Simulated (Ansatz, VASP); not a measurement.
**AlRu in VASP and in Ansatz**

INCAR

```
SYSTEM = AlRu
ALGO     = Normal         ! electronic algorithm
EDIFF    = 1E-6           ! SCF threshold, eV
ENCUT    = 520            ! plane-wave cutoff, eV
GGA      = PE             ! functional
ISIF     = 2              ! what is computed and relaxed
ISMEAR   = -1             ! smearing method
LASPH    = .True.         ! aspherical terms in the spheres
LCHARG   = .False.        ! write CHGCAR
LREAL    = .False.        ! projectors in reciprocal space
LWAVE    = .False.        ! write WAVECAR
NBANDS   = 16             ! bands
NELM     = 100            ! most SCF steps
PREC     = Accurate       ! precision mode
SIGMA    = 0.05           ! smearing width, eV
```

The input KPOINTS:

```
k-points
0
Gamma
  12 12 12
  0 0 0
```

Contents of POSCAR:

```
AlRu
1.0
    2.9916000000      0.0000000000      0.0000000000
    0.0000000000      2.9916000000      0.0000000000
    0.0000000000      0.0000000000      2.9916000000
Al Ru
1 1
Direct
    0.0385980746      0.0385980746      0.0385980746
    0.5000000000      0.5000000000      0.5000000000
```

Input for Ansatz:

```yaml
crystal:
  lattice:
    - [2.9916, 0.0, 0.0]
    - [0.0, 2.9916, 0.0]
    - [0.0, 0.0, 2.9916]
  atoms:
    - { symbol: Al, position: [0.0385980746, 0.0385980746, 0.0385980746] }
    - { symbol: Ru, position: [0.5, 0.5, 0.5] }
kpoints:
  mp_grid: { grid: [12, 12, 12] }
scf:
  occupations: { method: fermi_dirac, width: 0.05 }
hamiltonian:
  xc: pbe
  pseudopotentials: { kind: all_electron, lapw: { basis_error: 0.001 } }
output:
  forces: true
  stress: true
  eigenvalues: true
```

Alike in both runs: task single point; functional PBE; k mesh 12 × 12 × 12; occupations fermi-dirac, width 0.05 eV; no spin polarisation.

```csv
,VASP,Ansatz
version,VASP 6.6.1,Ansatz 0.2.0
potentials or method,"VASP PAW PBE potentials, release 64 (Al, Ru_pv), cutoff 520 eV","all-electron LAPW, scalar-relativistic"
```

Ansatz gave:

```
pressure (GPa)                                                : 5.5
traceless stress, the component that is largest in VASP (GPa) : 2.16
rms of the force components (eV/Å)                            : 0.967
```

Problem. Estimate VASP's values.

Solution. Pressure (GPa): 5.6; traceless stress, the component that is largest in VASP (GPa): 2.18; rms of the force components (eV/Å): 0.975.

Atom by atom the forces differ by 0.008 eV/Å (rms over components). Ansatz ran all-electron here, and VASP with PAW potentials.
